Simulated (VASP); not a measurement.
# Li (Fm-3m) in VASP: notebook

Li is run at these levels: PBEsol; tasks: single point, relaxation of volume and atoms at fixed shape.

All numbers are computed with VASP 6.6.1; they aren't measurements. Logs are shortened: lines on timing, memory, paths and dates and some standing lists are left out, and cuts for length are marked.

### 1 The cell of the first run

Symmetry: Fm-3m, No. 225, cubic system. Conventional cell: a = 4.323 Å, b = 4.323 Å, c = 4.323 Å, α = 90.00°, β = 90.00°, γ = 90.00°. Li (site symmetry m-3m) has 12 Li at 3.06 Å within 4.0 Å.

### 2 Single point, PBEsol

Contents of INCAR:

```
SYSTEM = Li
ALGO     = Normal         ! electronic algorithm
EDIFF    = 1E-7           ! SCF threshold, eV
ENCUT    = 520            ! plane-wave cutoff, eV
GGA      = PS             ! functional
ISIF     = 2              ! what is computed and relaxed
ISMEAR   = -1             ! smearing method
LASPH    = .TRUE.         ! aspherical terms in the spheres
LCHARG   = .FALSE.        ! write CHGCAR
LREAL    = .FALSE.        ! projectors in reciprocal space
LWAVE    = .FALSE.        ! write WAVECAR
NBANDS   = 14             ! bands
NELM     = 80             ! most SCF steps
PREC     = Accurate       ! precision mode
SIGMA    = 0.1            ! smearing width, eV
```

Contents of KPOINTS:

```
k-points
0
G
  6 6 6
  0 0 0
```

Contents of POSCAR:

```
Li
1.0
    4.3232231813      0.0000000000      0.0000000000
    0.0000000000      4.3232231813      0.0000000000
    0.0000000000      0.0000000000      4.3232231813
Li
4
Direct
    0.0000000000      0.0000000000      0.0000000000
    0.0000000000      0.5000000000      0.5000000000
    0.5000000000      0.0000000000      0.5000000000
    0.5000000000      0.5000000000      0.0000000000
```

Potentials or basis: VASP PAW PBE potentials, release 64 (Li_sv).

On the command line:

```
$ cat potpaw_PBE.64/Li_sv/POTCAR > POTCAR
$ mpirun -np 1 vasp_std > vasp.out
```

OUTCAR:

```text
SYSTEM = Li
   EDIFF = 1E-7
   ENCUT = 520
   GGA = PS
   ISIF = 2
   ISMEAR = -1
   LASPH = .TRUE.
   LREAL = .FALSE.
   NELM = 80
   PREC = Accurate

 ion  position               nearest neighbor table
   1  0.000  0.000  0.000-
   2  0.000  0.500  0.500-
   3  0.500  0.000  0.500-
   4  0.500  0.500  0.000-

  LATTYP: Found a simple cubic cell.
 ALAT       =     4.3232231813

  Lattice vectors:

 A1 = (   4.3232231813,   0.0000000000,   0.0000000000)
 A2 = (   0.0000000000,   4.3232231813,   0.0000000000)
 A3 = (   0.0000000000,   0.0000000000,   4.3232231813)

Analysis of symmetry for initial positions (statically):
=====================================================================
 Subroutine PRICEL returns following result:

  LATTYP: Found a face centered cubic cell.
 ALAT       =     4.3232231813

  Lattice vectors:

 A1 = (   2.1616115907,  -2.1616115907,   0.0000000000)
 A2 = (   2.1616115907,   0.0000000000,   2.1616115907)
 A3 = (   0.0000000000,  -2.1616115907,   2.1616115907)

   4 primitive cells build up your supercell.

 Routine SETGRP: Setting up the symmetry group for a
 simple cubic supercell.

 Subroutine GETGRP returns: Found 48 space group operations
 (whereof 48 operations were pure point group operations)
 out of a pool of 48 trial point group operations.

The static configuration has the point symmetry O_h .

Analysis of symmetry for dynamics (positions and initial velocities):
=====================================================================
 Subroutine PRICEL returns following result:

  LATTYP: Found a face centered cubic cell.
 ALAT       =     4.3232231813

  Lattice vectors:

 A1 = (   2.1616115907,  -2.1616115907,   0.0000000000)
 A2 = (   2.1616115907,   0.0000000000,   2.1616115907)
 A3 = (   0.0000000000,  -2.1616115907,   2.1616115907)

   4 primitive cells build up your supercell.

 Routine SETGRP: Setting up the symmetry group for a
 simple cubic supercell.

 Subroutine GETGRP returns: Found 48 space group operations
 (whereof 48 operations were pure point group operations)
 out of a pool of 48 trial point group operations.

The dynamic configuration has the point symmetry O_h .

 Subroutine INISYM returns: Found 48 space group operations
 (whereof 48 operations are pure point group operations),
 and found     4 'primitive' translations

----------------------------------------------------------------------------------------

                                     Primitive cell

  volume of cell :      20.2005

  direct lattice vectors                    reciprocal lattice vectors
     2.161611591 -2.161611591  0.000000000     0.231308900 -0.231308900 -0.231308900
     2.161611591  0.000000000  2.161611591     0.231308900  0.231308900  0.231308900
     0.000000000 -2.161611591  2.161611591    -0.231308900 -0.231308900  0.231308900

  length of vectors
     3.056980428  3.056980428  3.056980428     0.400638768  0.400638768  0.400638768

  position of ions in fractional coordinates (direct lattice)
     0.000000000  0.000000000  0.000000000

  ion indices of the primitive-cell ions
   primitive index   ion index
                 1           1

----------------------------------------------------------------------------------------

 KPOINTS: k-points

Automatic generation of k-mesh.
 Grid dimensions read from file:
 generate k-points for:    6    6    6

 Generating k-lattice:

  Cartesian coordinates                     Fractional coordinates (reciprocal lattice)
     0.038551483  0.000000000  0.000000000     0.166666667  0.000000000  0.000000000
     0.000000000  0.038551483  0.000000000     0.000000000  0.166666667  0.000000000
     0.000000000  0.000000000  0.038551483     0.000000000  0.000000000  0.166666667

  Length of vectors
     0.038551483  0.038551483  0.038551483

  Shift w.r.t. Gamma in fractional coordinates (k-lattice)
     0.000000000  0.000000000  0.000000000

 Subroutine IBZKPT returns following result:
 ===========================================

 Found     20 irreducible k-points:

 Following reciprocal coordinates:
            Coordinates               Weight
  0.000000  0.000000  0.000000      1.000000
  0.166667  0.000000  0.000000      6.000000
  0.333333  0.000000  0.000000      6.000000
  0.500000  0.000000  0.000000      3.000000
  0.166667  0.166667  0.000000     12.000000
  0.333333  0.166667  0.000000     24.000000
[... 12 lines left out ...]
  0.500000  0.500000  0.333333      6.000000
  0.500000  0.500000  0.500000      1.000000
   k-points           NKPTS =     20   k-points in BZ     NKDIM =     20   number of bands    NBANDS=     14
   number of dos      NEDOS =    301   number of ions     NIONS =      4
   total plane-waves  NPLWV =  32768
   dimension x,y,z NGX =    32 NGY =   32 NGZ =   32
   dimension x,y,z NGXF=    64 NGYF=   64 NGZF=   64
   ions per type =               4
   NGX,Y,Z   is equivalent  to a cutoff of  12.31, 12.31, 12.31 a.u.
   NGXF,Y,Z  is equivalent  to a cutoff of  24.61, 24.61, 24.61 a.u.
 SYSTEM =  Li
   PREC   = accura    normal or accurate (medium, high low for compatibility)
   ISTART =      0    job   : 0-new  1-cont  2-samecut
   ICHARG =      2    charge: 1-file 2-atom 10-const
   ISPIN  =      1    spin polarized calculation?
   LNONCOLLINEAR =      F non collinear calculations
   LSORBIT =      F    spin-orbit coupling
   LASPH  =      T    aspherical Exc in radial PAW
   ENCUT  =  520.0 eV  38.22 Ry    6.18 a.u.   8.04  8.04  8.04*2*pi/ulx,y,z
   NELM   =     80;   NELMIN=  2; NELMDL= -5     # of ELM steps
   EDIFF  = 0.1E-06   stopping-criterion for ELM
   LREAL  =      F    real-space projection
   EDIFFG = 0.1E-05   stopping-criterion for IOM
   NSW    =      0    number of steps for IOM
   IBRION =     -1    ionic relax: 0-MD 1-quasi-New 2-CG
   NFREE  =      0    steps in history (QN), initial steepest desc. (CG)
   ISIF   =      2    stress and relaxation
   ISYM   =      2    0-nonsym 1-usesym 2-fastsym
   POTIM  = 0.5000    time-step for ionic-motion
   TEBEG  =    0.0;   TEEND  =   0.0 temperature during run
   PSTRESS=    0.0 pullay stress
   NELECT =      12.0000    total number of electrons
   NUPDOWN=      -1.0000    fix difference up-down
   EMIN   =  10.00;   EMAX   =-10.00  energy-range for DOS
   EFERMI =   0.00;   METHOD = LEGACY
   ISMEAR =    -1;   SIGMA  =   0.10  broadening in eV -4-tet -1-fermi 0-gaus
   EFERMI_NEDOS =   21; number of points for ismear=-14 and -15
   IALGO  =     38    algorithm
   IMIX   =      4    mixing-type and parameters
     AMIX     =   0.40;   BMIX     =  1.00
     AMIX_MAG =   1.60;   BMIX_MAG =  1.00
  volume/ion in A,a.u.               =      20.20       136.32
  Fermi-wavevector in a.u.,A,eV,Ry     =   0.866950  1.638299 10.226180  0.751603
  Thomas-Fermi vector in A             =   1.985414
   LORBIT       =      0    0 simple, 1 ext, 2 COOP (PROOUT), +10 PAW based schemes
   GGA     = PS    functional components
   LHFCALC =     F    Hartree Fock is set to
   AEXX    =    0.0000 exact exchange contribution
   IVDW    =     0    specifies the selected vdW correction
   LEPSILON=     F    determine dielectric tensor
   LRPA    =     F    only Hartree local field effects (RPA)
 non-spin polarized calculation
  energy-cutoff  :      520.00
  volume of cell :       80.80
 maximum number of plane-waves:      2212
   NGX = 17   NGY = 17   NGZ = 17

 number of electron      11.9999992 magnetization

 Free energy of the ion-electron system (eV)
  ---------------------------------------------------
  ext. energy  EPLUGINS =         0.00000000
  ---------------------------------------------------
  free energy    TOTEN  =        -7.91083733 eV

  energy without entropy =       -7.84432096  energy(sigma->0) =       -7.87757914

 E-fermi :   0.5686     XC(G=0):  -7.0260

 val. band max:        0.5453605246   @ k =   0.3333   0.3333   0.1667
 cond. band min:       0.6170152139   @ k =   0.5000   0.5000   0.5000
 fundamental gap:      0.0716546893
 Fermi energy:         0.5685824069

 k-point     1 :       0.0000    0.0000    0.0000
  band No.  band energies     occupation
      1     -45.2690      2.00000
      2     -45.2434      2.00000
      3     -45.2434      2.00000
      4     -45.2434      2.00000
      5      -2.9231      2.00000
      6       2.1683      0.00000
      7       2.1683      0.00000
      8       2.1683      0.00000
      9       5.3611      0.00000
     10       5.3611      0.00000
     11       5.3611      0.00000
     12       9.0973      0.00000
     13       9.0973      0.00000
     14       9.0973      0.00000

 k-point     2 :       0.1667    0.0000    0.0000
  band No.  band energies     occupation
      1     -45.2673      2.00000
      2     -45.2452      2.00000
      3     -45.2435      2.00000
      4     -45.2435      2.00000
      5      -2.7572      2.00000
      6       1.1867      0.00413
      7       2.3878      0.00000
      8       2.3878      0.00000
      9       5.2716      0.00000
     10       5.2716      0.00000
     11       6.7706      0.00000
     12       7.5413      0.00000
     13       7.5413      0.00000
     14       9.1912      0.00000
[... 275 lines left out ...]
      1     -45.2498      2.00000
      2     -45.2498      2.00000
      3     -45.2498      2.00000
      4     -45.2498      2.00000
      5       0.4485      1.53724
      6       0.4485      1.53724
      7       0.4485      1.53724
      8       0.4485      1.53724
      9       4.0676      0.00000
     10       4.0676      0.00000
     11       4.0676      0.00000
     12       4.0676      0.00000
     13      12.2343      0.00000
     14      12.2343      0.00000

 k-point    20 :       0.5000    0.5000    0.5000
  band No.  band energies     occupation
      1     -45.2498      2.00000
      2     -45.2498      2.00000
      3     -45.2498      2.00000
      4     -45.2498      2.00000
      5       0.6170      0.76246
      6       0.6170      0.76246
      7       0.6170      0.76246
      8       0.6170      0.76246
      9       3.5826      0.00000
     10       3.5826      0.00000
     11       3.5826      0.00000
     12       3.5826      0.00000
     13      13.3145      0.00000
     14      13.3145      0.00000

------------------------ aborting loop because EDIFF is reached ----------------------------------------

  FORCE on cell =-STRESS in cart. coord.  units (eV):
  Direction    XX          YY          ZZ          XY          YZ          ZX
  --------------------------------------------------------------------------------------
  -------------------------------------------------------------------------------------
  Total       -0.0245259     -0.0245259     -0.0245259      0.0000000      0.0000000      0.0000000
  in kB       -0.4863098     -0.4863098     -0.4863098      0.0000000      0.0000000      0.0000000
  external PRESSURE =      -0.4863098 kB  Pullay stress =       0.0000000 kB

 VOLUME and BASIS-vectors are now :
 -----------------------------------------------------------------------------
  energy-cutoff  :      520.00
  volume of cell :       80.80
      direct lattice vectors                 reciprocal lattice vectors
     4.323223181  0.000000000  0.000000000     0.231308900  0.000000000  0.000000000
     0.000000000  4.323223181  0.000000000     0.000000000  0.231308900  0.000000000
     0.000000000  0.000000000  4.323223181     0.000000000  0.000000000  0.231308900

 POSITION                                       TOTAL-FORCE (eV/Angst)
 -----------------------------------------------------------------------------------
      0.00000      0.00000      0.00000        -0.000000     -0.000000      0.000000
      0.00000      2.16161      2.16161         0.000000     -0.000000      0.000000
      2.16161      0.00000      2.16161        -0.000000      0.000000     -0.000000
      2.16161      2.16161      0.00000         0.000000      0.000000     -0.000000
 -----------------------------------------------------------------------------------
    total drift:                                0.000000     -0.000000     -0.000000

  FREE ENERGIE OF THE ION-ELECTRON SYSTEM (eV)
  ---------------------------------------------------
  free  energy   TOTEN  =        -7.9108373257 eV

  energy  without entropy=       -7.8443209569  energy(sigma->0) =       -7.87757914
```

It took 23 s on 1 thread of AMD EPYC 7R43 (Zen 3), shared host; peak memory 0.13 GiB.

Results:

| Property | Result |
| --- | --- |
| Free energy | -7.9108 eV |
| Band gap on the k mesh | zero (band 6 reaches 2.17 eV, above the bottom of band 7 at 0.08 eV) |

Caveat: the cutoff is under 1.25 times the usual one of these potentials, so pressure, stress and relaxed cells hold a basis-set (Pulay) error; the PAW data sets were made with another functional, which shifts forces and pressure a little.

### 3 Relaxation of volume and atoms at fixed shape, PBEsol

This run uses another cell than the first one, of 21.59 Å³/atom, 1.069 times its volume.

Contents of INCAR:

```
SYSTEM = Li
PREC = Accurate
ENCUT = 600
EDIFF = 1E-6
ISMEAR = -1
SIGMA = 0.1
LREAL = .FALSE.
LASPH = .TRUE.
NELM = 100
ALGO = Normal
ISIF = 8
LWAVE = .FALSE.
LCHARG = .FALSE.
GGA = PS
IBRION = 2
NSW = 80
EDIFFG = -0.01
```

Contents of KPOINTS:

```
Automatic mesh
0
G
  6 6 6
  0 0 0
```

Contents of POSCAR:

```
Li
1.0
    4.4200000000      0.0000000000      0.0000000000
    0.0000000000      4.4200000000      0.0000000000
    0.0000000000      0.0000000000      4.4200000000
Li
4
Direct
    0.0000000000      0.0000000000      0.0000000000
    0.0000000000      0.5000000000      0.5000000000
    0.5000000000      0.0000000000      0.5000000000
    0.5000000000      0.5000000000      0.0000000000
```

Potentials or basis: VASP PAW PBE potentials, release 64 (Li_sv).

On the command line:

```
$ cat potpaw_PBE.64/Li_sv/POTCAR > POTCAR
$ mpirun -np 1 vasp_std > vasp.out
```

Wall time 50 s (1 thread of AMD EPYC 7R43 (Zen 3), shared host); peak memory 0.15 GiB.

It converged, with:

```
Free energy                            : -7.9194 eV
Relaxed volume                         : 20.10 Å³/atom
Relaxed cell                           : a = 4.316 Å, b = 4.316 Å, c = 4.316 Å, α = 90.00°, β = 90.00°, γ = 90.00°
Space group after relaxing (to 0.05 Å) : Fm-3m (No. 225)
Energy gained by relaxing              : 4.7 meV/atom
Ionic steps                            : 3
Pressure after relaxing                : -0.1 GPa
Band gap on the k mesh                 : zero (band 6 reaches 2.19 eV, above the bottom of band 7 at 0.09 eV)
```

The path:
```
step  energy change (eV)  largest force (eV/Å)  pressure (GPa)  volume (Å³)
   1              0.0000                0.0000           -0.90        86.35
   2             -0.0076                0.0000           -0.71        84.84
   3             -0.0189                0.0000           -0.07        80.40
```

Final structure:
```xyz
4
Lattice="4.3160 0.0000 0.0000 0.0000 4.3160 0.0000 0.0000 0.0000 4.3160" Properties=species:S:1:pos:R:3 pbc="T T T"
Li    0.0000    0.0000    0.0000
Li    0.0000    2.1580    2.1580
Li    2.1580    0.0000    2.1580
Li    2.1580    2.1580    0.0000
```

Levels at points of the mesh, in eV from the Fermi level:
```
           k point  band 3  band 4  band 5  band 6  band 7  band 8  band 9  band 10
(0.00, 0.00, 0.00)  -45.80  -45.80   -3.50    1.60    1.60    1.60    4.81     4.81
(0.50, 0.00, 0.00)  -45.80  -45.80   -1.99   -1.99    3.58    3.58    3.58     3.58
(0.50, 0.50, 0.00)  -45.80  -45.80   -0.49   -0.49   -0.49   -0.49    5.55     5.55
(0.50, 0.50, 0.50)  -45.80  -45.80    0.05    0.05    0.05    0.05    3.03     3.03
```

Caveat: the cutoff is under 1.25 times the usual one of these potentials, so pressure, stress and relaxed cells hold a basis-set (Pulay) error; the PAW data sets were made with another functional, which shifts forces and pressure a little.
